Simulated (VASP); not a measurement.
Wanted: the native input for a VASP 6.6.1 run.

- Task: single point
- Functional: PBEsol
- Potentials or basis: VASP PAW PBE potentials, release 64 (Cu)
- Cutoff: 520 eV
- k mesh: 22 × 22 × 22
- Occupations: gaussian, width 0.15 eV
- Spin: no spin polarisation
- Dipole correction: no
- Further INCAR settings: ALGO = Fast; EDIFF = 1e-06; NBANDS = 12

The structure of Cu lies in POSCAR:

```
Cu
1.0
    0.0000000000      1.7984625000      1.8075000000
    1.7984625000      0.0000000000      1.8075000000
    1.7984625000      1.7984625000      0.0000000000
Cu
1
Direct
    0.0000000000      0.0000000000      0.0000000000
```

This cell differs from its parent crystal: strain -0.0050 x Voigt [1, 1, 0, 0, 0, 0].

The input as run:

INCAR

```
ALGO = Fast
EDIFF = 1E-6
ENCUT = 520
GGA = PS
ISIF = 2
ISMEAR = 0
LASPH = True
LCHARG = False
LREAL = False
LWAVE = False
NBANDS = 12
NELM = 80
PREC = Accurate
SIGMA = 0.15
```

KPOINTS

```
k-points
0
Gamma
  22 22 22
```

Potentials or basis: VASP PAW PBE potentials, release 64 (Cu).

Launch:

```console
$ cat potpaw_PBE.64/Cu/POTCAR > POTCAR
$ mpirun -np 1 vasp_std > vasp.out
```

It gave:

| Quantity | Value |
| --- | --- |
| Pressure | -4.5 GPa |

Caveat: the cell differs from its parent crystal (strain -0.0050 x Voigt [1, 1, 0, 0, 0, 0]); the PAW data sets were made with another functional, which shifts forces and pressure a little.

Wall time 48 s on 1 thread of Intel(R) Xeon(R) 6975P-C (Granite Rapids) (shared host), peak memory 0.22 GiB.
